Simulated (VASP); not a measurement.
Input of a VASP 6.6.1 run:

Contents of INCAR:

```
SYSTEM = Zn
PREC     = Accurate       ! precision mode
ENCUT    = 520            ! plane-wave cutoff, eV
EDIFF    = 1E-6           ! SCF threshold, eV
ISMEAR   = -1             ! smearing method
SIGMA    = 0.1            ! smearing width, eV
LREAL    = .FALSE.        ! projectors in reciprocal space
LASPH    = .TRUE.         ! aspherical terms in the spheres
NELM     = 60             ! most SCF steps
ALGO     = Normal         ! electronic algorithm
ISIF     = 2              ! what is computed and relaxed
LWAVE    = .FALSE.        ! write WAVECAR
LCHARG   = .FALSE.        ! write CHGCAR
GGA      = PS             ! functional
NBANDS   = 32             ! bands
```

Contents of KPOINTS:

```
Automatic mesh
0
G
  16 16 1
  0 0 0
```

The input POSCAR:

```
Zn
1.0
    2.5896975869      0.0000000000      0.0000000000
   -1.2948487935      2.2427438984      0.0000000000
    0.0000000000      0.0000000000     23.3765000000
Zn
4
Direct
    0.8333333333      0.1666666667      0.3477458653
    0.1666666667      0.8333333333      0.4505198692
    0.8333333333      0.1666666667      0.5494801314
    0.1666666667      0.8333333333      0.6522541341
```

Potentials or basis: VASP PAW PBE potentials, release 64 (Zn).

Launch:

```sh
$ cat potpaw_PBE.64/Zn/POTCAR > POTCAR
$ mpirun -np 1 vasp_std > vasp.out
```

**Question.** Predict the band gap on the k mesh.

**Answer.** Zero (band 24 reaches 0.07 eV, above the bottom of band 25 at -3.69 eV).

**Question.** Estimate the largest force.

**Answer.** 0.013 eV/Å.

Forces on the atoms (eV/Å):
```
Zn   0.000  0.000 -0.013
Zn   0.000  0.000 -0.003
Zn   0.000  0.000  0.003
Zn   0.000  0.000  0.013
```

Caveat: the PAW data sets were made with another functional, which shifts forces and pressure a little.
